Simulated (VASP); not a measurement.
# Tl (R-3m) in VASP: further runs

The runs below take Tl through electric field gradients, with PBEsol.

Program: VASP 6.6.1. These are calculated values, not measurements. Logs are shortened: lines on timing, memory, paths and dates and some standing lists are left out, and cuts for length are marked.

## (1) The cell of the first run

Symmetry: R-3m, No. 166, trigonal system. Conventional cell: a = 4.811 Å, b = 4.811 Å, c = 11.784 Å, α = 90.00°, β = 90.00°, γ = 120.00°. Within 2.3 Å of Tl (site symmetry 3m) lie 1 Tl at 1.71 Å.

## (2) Electric field gradients, PBEsol (shortest bond scaled by 0.58)

INCAR reads:

```
PREC     = Accurate       # precision mode
ENCUT    = 520            # plane-wave cutoff, eV
EDIFF    = 1E-8           # SCF threshold, eV
ISMEAR   = -1             # smearing method
SIGMA    = 0.05           # smearing width, eV
LREAL    = F              # projectors in reciprocal space
LASPH    = T              # aspherical terms in the spheres
NELM     = 100            # most SCF steps
ALGO     = Normal         # electronic algorithm
ISIF     = 2              # what is computed and relaxed
LWAVE    = F              # write WAVECAR
LCHARG   = F              # write CHGCAR
GGA      = PS             # functional
LEFG     = T            
NBANDS   = 20             # bands
```

KPOINTS reads:

```
regular mesh
0
Gamma
  8 8 8
```

POSCAR reads:

```
Tl
1.0
    0.0000000000      3.4017220227      3.4017220227
    3.4017220227      0.0000000000      3.4017220227
    3.4017220227      3.4017220227      0.0000000000
Tl
2
Direct
   -0.2825000000     -0.0725000000     -0.0725000000
    0.2825000000      0.0725000000      0.0725000000
```

Potentials or basis: VASP PAW PBE potentials, release 64 (Tl_d).

Command:

```console
cat potpaw_PBE.64/Tl_d/POTCAR > POTCAR
mpirun -np 1 vasp_std > vasp.out
```

OUTCAR:

```text
PREC = Accurate
   ENCUT = 520
   EDIFF = 1E-8
   ISMEAR = -1
   LREAL = F
   LASPH = T
   NELM = 100
   ISIF = 2
   GGA = PS

 ion  position               nearest neighbor table
   1  0.718  0.928  0.928-   2 1.71   2 3.56   2 3.56   2 3.56
   2  0.282  0.072  0.072-   1 1.71   1 3.56   1 3.56   1 3.56

 -----------------------------------------------------------------------------
|                                                                             |
|           W    W    AA    RRRRR   N    N  II  N    N   GGGG   !!!           |
|           W    W   A  A   R    R  NN   N  II  NN   N  G    G  !!!           |
|           W    W  A    A  R    R  N N  N  II  N N  N  G       !!!           |
|           W WW W  AAAAAA  RRRRR   N  N N  II  N  N N  G  GGG   !            |
|           WW  WW  A    A  R   R   N   NN  II  N   NN  G    G                |
|           W    W  A    A  R    R  N    N  II  N    N   GGGG   !!!           |
|                                                                             |
|     The distance between some ions is very small. Please check the          |
|     nearest-neighbor list in the OUTCAR file.                               |
|     I HOPE YOU KNOW WHAT YOU ARE DOING!                                     |
|                                                                             |
 -----------------------------------------------------------------------------

  LATTYP: Found a face centered cubic cell.
 ALAT       =     6.8034440454

  Lattice vectors:

 A1 = (   0.0000000000,   3.4017220227,   3.4017220227)
 A2 = (   3.4017220227,   0.0000000000,   3.4017220227)
 A3 = (   3.4017220227,   3.4017220227,   0.0000000000)

Analysis of symmetry for initial positions (statically):
=====================================================================
 Subroutine PRICEL returns:
 Original cell was already a primitive cell.

 Routine SETGRP: Setting up the symmetry group for a
 face centered cubic supercell.

 Subroutine GETGRP returns: Found 12 space group operations
 (whereof  4 operations were pure point group operations)
 out of a pool of 48 trial point group operations.

The static configuration has the point symmetry C_2h.
 The point group associated with its full space group is D_3d.

Analysis of symmetry for dynamics (positions and initial velocities):
=====================================================================
 Subroutine PRICEL returns:
 Original cell was already a primitive cell.
[... 144 lines left out ...]
   NGX = 17   NGY = 17   NGZ = 17

 number of electron      25.9999998 magnetization

 Free energy of the ion-electron system (eV)
  ---------------------------------------------------
  ext. energy  EPLUGINS =         0.00000000
  ---------------------------------------------------
  free energy    TOTEN  =        16.06110181 eV

  energy without entropy =       16.07184864  energy(sigma->0) =       16.06647522

 E-fermi :   3.5006     XC(G=0):  -8.4650

 val. band max:        3.4993863686   @ k =   0.3750   0.2500   0.0000
 cond. band min:       3.5382950370   @ k =   0.1250  -0.2500   0.3750
 fundamental gap:      0.0389086683
 Fermi energy:         3.5006399749

 k-point     1 :       0.0000    0.0000    0.0000
  band No.  band energies     occupation
      1     -15.9404      2.00000
      2     -14.4764      2.00000
      3     -14.4764      2.00000
      4     -10.3936      2.00000
      5     -10.3936      2.00000
      6      -8.5638      2.00000
[... 541 lines left out ...]
     19      10.9643      0.00000
     20      11.7600      0.00000

 [... further k-points ...]
[... 5 lines left out ...]
  --------------------------------------------------------------------------------------
  -------------------------------------------------------------------------------------
  Total       40.3599938     40.3599938     40.3599938    -42.2664282     42.2664282    -42.2664282
  in kB      821.3631463    821.3631463    821.3631463   -860.1608460    860.1608460   -860.1608460
  external PRESSURE =     821.3631463 kB  Pullay stress =       0.0000000 kB

 VOLUME and BASIS-vectors are now :
 -----------------------------------------------------------------------------
  energy-cutoff  :      520.00
  volume of cell :       78.73
      direct lattice vectors                 reciprocal lattice vectors
     0.000000000  3.401722023  3.401722023    -0.146984379  0.146984379  0.146984379
     3.401722023  0.000000000  3.401722023     0.146984379 -0.146984379  0.146984379
     3.401722023  3.401722023  0.000000000     0.146984379  0.146984379 -0.146984379

 POSITION                                       TOTAL-FORCE (eV/Angst)
 -----------------------------------------------------------------------------------
      6.31019      5.59583      5.59583       -43.188972     43.188972     43.188972
      0.49325      1.20761      1.20761        43.188972    -43.188972    -43.188972
 -----------------------------------------------------------------------------------
    total drift:                               -0.000000     -0.000000     -0.000000

  FREE ENERGIE OF THE ION-ELECTRON SYSTEM (eV)
  ---------------------------------------------------
  free  energy   TOTEN  =        16.0611018088 eV

  energy  without entropy=       16.0718486392  energy(sigma->0) =       16.06647522

 Electric field gradients (V/A^2)
---------------------------------------------------------------------
 ion       V_xx      V_yy      V_zz      V_xy      V_xz      V_yz
---------------------------------------------------------------------
   1      -0.000     0.000     0.000   450.433   450.433  -450.432
   2      -0.000     0.000     0.000   450.433   450.433  -450.432
---------------------------------------------------------------------

 Electric field gradients after diagonalization (V/A^2)
 (convention: |V_zz| > |V_xx| > |V_yy|)
----------------------------------------------------------------------
 ion       V_xx      V_yy      V_zz     asymmetry (V_yy - V_xx)/ V_zz
----------------------------------------------------------------------
   1     450.433   450.432  -900.865       0.000
   2     450.433   450.432  -900.865       0.000
----------------------------------------------------------------------

           NMR quadrupolar parameters

 Cq : quadrupolar parameter    Cq=e*Q*V_zz/h
 eta: asymmetry parameters     (V_yy - V_xx)/ V_zz
 Q  : nuclear electric quadrupole moment in mb (millibarn)
----------------------------------------------------------------------
 ion       Cq(MHz)       eta       Q (mb)
----------------------------------------------------------------------
   1      -2.178       0.000       1.000
   2      -2.178       0.000       1.000
----------------------------------------------------------------------
```

stdout:

```text
POSCAR found type information on POSCAR Tl
 POSCAR found :  1 types and       2 ions
 scaLAPACK will be used
 -----------------------------------------------------------------------------
|                                                                             |
|                                                                             |
|     You enforced a specific xc type in the INCAR file but a different       |
|     I HOPE YOU KNOW WHAT YOU ARE DOING!                                     |
[... 17 lines left out ...]
 -----------------------------------------------------------------------------

 POSCAR, INCAR and KPOINTS ok, starting setup
 FFT: planning ... GRIDC
 FFT: planning ... GRID_SOFT
 FFT: planning ... GRID
 WAVECAR not read
 entering main loop
ion   1

ion   2
```

Wall time 1.8 min (1 thread of Intel Xeon Platinum 8259CL at 2.50GHz (Skylake/Cascade Lake), shared host); peak memory 0.24 GiB.

What came out:

```
Free energy            : 16.0611 eV
Pressure               : 82.1 GPa
Largest force          : 74.805 eV/Å
Band gap on the k mesh : zero (band 13 reaches 5.19 eV, above the bottom of band 14 at 2.76 eV)
```

Forces in eV/Å, atoms in the order of the input:
```
Tl  -43.189  43.189  43.189
Tl   43.189 -43.189 -43.189
```

Levels at points of the mesh, in eV from the Fermi level:
```
           k point  band 11  band 12  band 13  band 14  band 15  band 16
(0.00, 0.00, 0.00)    -9.68     0.34     1.59     1.98     1.98     5.15
(0.50, 0.00, 0.00)    -8.42    -4.84     0.57     0.57     3.17     6.14
(0.00, 0.50, 0.00)    -8.82    -3.30     0.33     1.64     1.90     3.91
(0.50, 0.50, 0.00)    -8.40    -3.85    -0.51     0.34     1.27     3.36
```

Electric field gradients, principal values (V/Å²):
```
atom    least   middle  greatest (by size)
1 Tl  450.432  450.433            -900.865
2 Tl  450.432  450.433            -900.865
```

Caveat: the cell differs from its parent crystal (shortest bond scaled by 0.58); without QUAD_EFG the Cq values of the log hold for a quadrupole moment of 1 mb, not for the nuclei; the PAW data sets were made with another functional, which shifts forces and pressure a little; spin-orbit coupling is left out, which moves the levels of the heavy elements.

## (3) Electric field gradients, PBEsol (shortest bond scaled by 1.1)

INCAR reads:

```
ALGO = Normal
EDIFF = 1E-8
ENCUT = 520
GGA = PS
ISIF = 2
ISMEAR = -1
LASPH = T
LCHARG = F
LEFG = T
LREAL = F
LWAVE = F
NBANDS = 20
NELM = 80
PREC = Accurate
SIGMA = 0.05
```

KPOINTS reads:

```
k-points
0
Gamma
  8 8 8
```

POSCAR reads:

```
Tl
1.0
    0.0000000000      3.4017220227      3.4017220227
    3.4017220227      0.0000000000      3.4017220227
    3.4017220227      3.4017220227      0.0000000000
Tl
2
Direct
   -0.0875000000     -0.1375000000     -0.1375000000
    0.0875000000      0.1375000000      0.1375000000
```

Potentials or basis: VASP PAW PBE potentials, release 64 (Tl_d).

Command:

```console
cat potpaw_PBE.64/Tl_d/POTCAR > POTCAR
mpirun -np 1 vasp_std > vasp.out
```

OUTCAR:

```text
EDIFF = 1E-8
   ENCUT = 520
   GGA = PS
   ISIF = 2
   ISMEAR = -1
   LASPH = T
   LREAL = F
   NELM = 80
   PREC = Accurate

 ion  position               nearest neighbor table
   1  0.913  0.862  0.862-   2 2.86   2 2.86   2 2.86   2 3.24
   2  0.087  0.138  0.138-   1 2.86   1 2.86   1 2.86   1 3.24

  LATTYP: Found a face centered cubic cell.
 ALAT       =     6.8034440454

  Lattice vectors:

 A1 = (   0.0000000000,   3.4017220227,   3.4017220227)
 A2 = (   3.4017220227,   0.0000000000,   3.4017220227)
 A3 = (   3.4017220227,   3.4017220227,   0.0000000000)

Analysis of symmetry for initial positions (statically):
=====================================================================
 Subroutine PRICEL returns:
 Original cell was already a primitive cell.

 Routine SETGRP: Setting up the symmetry group for a
 face centered cubic supercell.

 Subroutine GETGRP returns: Found 12 space group operations
[... 740 lines left out ...]
  volume of cell :       78.73
      direct lattice vectors                 reciprocal lattice vectors
     0.000000000  3.401722023  3.401722023    -0.146984379  0.146984379  0.146984379
     3.401722023  0.000000000  3.401722023     0.146984379 -0.146984379  0.146984379
     3.401722023  3.401722023  0.000000000     0.146984379  0.146984379 -0.146984379

 POSITION                                       TOTAL-FORCE (eV/Angst)
 -----------------------------------------------------------------------------------
      5.86797      6.03806      6.03806         0.196322     -0.196322     -0.196322
      0.93547      0.76539      0.76539        -0.196322      0.196322      0.196322
 -----------------------------------------------------------------------------------
    total drift:                                0.000000     -0.000000      0.000000

  FREE ENERGIE OF THE ION-ELECTRON SYSTEM (eV)
  ---------------------------------------------------
  free  energy   TOTEN  =        -4.2987457814 eV

  energy  without entropy=       -4.2862479098  energy(sigma->0) =       -4.29249685

 Electric field gradients (V/A^2)
---------------------------------------------------------------------
 ion       V_xx      V_yy      V_zz      V_xy      V_xz      V_yz
---------------------------------------------------------------------
   1      -0.001     0.000     0.000  -101.677  -101.677   101.677
   2      -0.001     0.000     0.000  -101.677  -101.677   101.677
---------------------------------------------------------------------

 Electric field gradients after diagonalization (V/A^2)
 (convention: |V_zz| > |V_xx| > |V_yy|)
----------------------------------------------------------------------
 ion       V_xx      V_yy      V_zz     asymmetry (V_yy - V_xx)/ V_zz
----------------------------------------------------------------------
   1    -101.677  -101.676   203.354       0.000
   2    -101.677  -101.676   203.354       0.000
----------------------------------------------------------------------

           NMR quadrupolar parameters

 Cq : quadrupolar parameter    Cq=e*Q*V_zz/h
 eta: asymmetry parameters     (V_yy - V_xx)/ V_zz
 Q  : nuclear electric quadrupole moment in mb (millibarn)
----------------------------------------------------------------------
 ion       Cq(MHz)       eta       Q (mb)
----------------------------------------------------------------------
   1       0.492       0.000       1.000
   2       0.492       0.000       1.000
----------------------------------------------------------------------
```

stdout:

```text
POSCAR found type information on POSCAR Tl
 POSCAR found :  1 types and       2 ions
 scaLAPACK will be used
 -----------------------------------------------------------------------------
|                                                                             |
|                                                                             |
|     You enforced a specific xc type in the INCAR file but a different       |
|     I HOPE YOU KNOW WHAT YOU ARE DOING!                                     |
|                                                                             |
 -----------------------------------------------------------------------------

 LDA part: xc-table for (Slater+PW92), standard interpolation
 POSCAR, INCAR and KPOINTS ok, starting setup
 FFT: planning ... GRIDC
 FFT: planning ... GRID_SOFT
 FFT: planning ... GRID
 WAVECAR not read
 entering main loop
ion   1

ion   2
```

Run time: 31 s. Hardware: 1 thread of Intel Xeon 6975P-C (Granite Rapids), shared host; peak memory 0.24 GiB.

What came out:

- Free energy: -4.2987 eV
- Pressure: 1.2 GPa
- Largest force: 0.340 eV/Å
- Band gap on the k mesh: zero (band 13 reaches 5.62 eV, above the bottom of band 14 at 2.59 eV)

Forces in eV/Å, atoms in the order of the input:
```
Tl   0.196 -0.196 -0.196
Tl  -0.196  0.196  0.196
```

Levels at points of the mesh, in eV from the Fermi level:
```csv
k point,band 11,band 12,band 13,band 14,band 15,band 16
"(0.00, 0.00, 0.00)",-9.11,-0.45,2.23,2.23,3.39,3.40
"(0.50, 0.00, 0.00)",-7.73,-3.88,0.45,1.19,1.19,5.20
"(0.00, 0.50, 0.00)",-7.28,-5.07,0.74,1.29,1.62,4.64
"(0.50, 0.50, 0.00)",-6.30,-5.72,-0.46,-0.21,2.14,2.58
```

Electric field gradients, principal values (V/Å²):
| atom | least | middle | greatest (by size) |
| --- | --- | --- | --- |
| 1 Tl | -101.676 | -101.677 | 203.354 |
| 2 Tl | -101.676 | -101.677 | 203.354 |

Caveat: the cell differs from its parent crystal (shortest bond scaled by 1.1); without QUAD_EFG the Cq values of the log hold for a quadrupole moment of 1 mb, not for the nuclei; the PAW data sets were made with another functional, which shifts forces and pressure a little; spin-orbit coupling is left out, which moves the levels of the heavy elements.

## (4) Electric field gradients, PBEsol (shortest bond scaled by 0.7)

INCAR reads:

```
PREC = Accurate
ENCUT = 520
EDIFF = 1E-8
ISMEAR = -1
SIGMA = 0.05
LREAL = False
LASPH = True
NELM = 80
ALGO = Normal
ISIF = 2
LWAVE = False
LCHARG = False
GGA = PS
LEFG = True
NBANDS = 20
```

KPOINTS reads:

```
Automatic mesh
0
Gamma
  8 8 8
```

POSCAR reads:

```
Tl
1.0
    0.0000000000      3.4017220227      3.4017220227
    3.4017220227      0.0000000000      3.4017220227
    3.4017220227      3.4017220227      0.0000000000
Tl
2
Direct
   -0.2375000000     -0.0875000000     -0.0875000000
    0.2375000000      0.0875000000      0.0875000000
```

Potentials or basis: VASP PAW PBE potentials, release 64 (Tl_d).

Command:

```console
cat potpaw_PBE.64/Tl_d/POTCAR > POTCAR
mpirun -np 1 vasp_std > vasp.out
```

OUTCAR:

```text
PREC = Accurate
   ENCUT = 520
   EDIFF = 1E-8
   ISMEAR = -1
   LREAL = False
   LASPH = True
   NELM = 80
   ISIF = 2
   GGA = PS

 ion  position               nearest neighbor table
   1  0.763  0.913  0.913-   2 2.06   2 3.35   2 3.35   2 3.35
   2  0.237  0.087  0.087-   1 2.06   1 3.35   1 3.35   1 3.35

 -----------------------------------------------------------------------------
|                                                                             |
|           W    W    AA    RRRRR   N    N  II  N    N   GGGG   !!!           |
|           W    W   A  A   R    R  NN   N  II  NN   N  G    G  !!!           |
|           W    W  A    A  R    R  N N  N  II  N N  N  G       !!!           |
[... 788 lines left out ...]
---------------------------------------------------------------------
 ion       V_xx      V_yy      V_zz      V_xy      V_xz      V_yz
---------------------------------------------------------------------
   1       0.001    -0.000    -0.000   343.421   343.421  -343.420
   2       0.001    -0.000    -0.000   343.421   343.421  -343.420
---------------------------------------------------------------------

 Electric field gradients after diagonalization (V/A^2)
 (convention: |V_zz| > |V_xx| > |V_yy|)
----------------------------------------------------------------------
 ion       V_xx      V_yy      V_zz     asymmetry (V_yy - V_xx)/ V_zz
----------------------------------------------------------------------
   1     343.421   343.420  -686.841       0.000
   2     343.421   343.420  -686.841       0.000
----------------------------------------------------------------------

           NMR quadrupolar parameters

 Cq : quadrupolar parameter    Cq=e*Q*V_zz/h
 eta: asymmetry parameters     (V_yy - V_xx)/ V_zz
 Q  : nuclear electric quadrupole moment in mb (millibarn)
----------------------------------------------------------------------
 ion       Cq(MHz)       eta       Q (mb)
----------------------------------------------------------------------
   1      -1.661       0.000       1.000
   2      -1.661       0.000       1.000
----------------------------------------------------------------------
```

It took 28 s on 1 thread of Intel Xeon 6975P-C (Granite Rapids), shared host; peak memory 0.24 GiB.

Results:

```
Free energy            : 0.6621 eV
Pressure               : 25.9 GPa
Largest force          : 21.485 eV/Å
Band gap on the k mesh : zero (band 13 reaches 5.66 eV, above the bottom of band 14 at 2.75 eV)
```

Forces on the atoms (eV/Å):
```
Tl  -12.404  12.404  12.404
Tl   12.404 -12.404 -12.404
```

Stress tensor (GPa, compression positive):
```
 25.85 -29.59 -29.59
-29.59  25.85  29.59
-29.59  29.59  25.85
```

Electric field gradients, principal values (V/Å²):
| atom | least | middle | greatest (by size) |
| --- | --- | --- | --- |
| 1 Tl | 343.420 | 343.421 | -686.841 |
| 2 Tl | 343.420 | 343.421 | -686.841 |

Caveat: the cell differs from its parent crystal (shortest bond scaled by 0.7); without QUAD_EFG the Cq values of the log hold for a quadrupole moment of 1 mb, not for the nuclei; the PAW data sets were made with another functional, which shifts forces and pressure a little; spin-orbit coupling is left out, which moves the levels of the heavy elements.

(Part 1 of 2 ends here.)
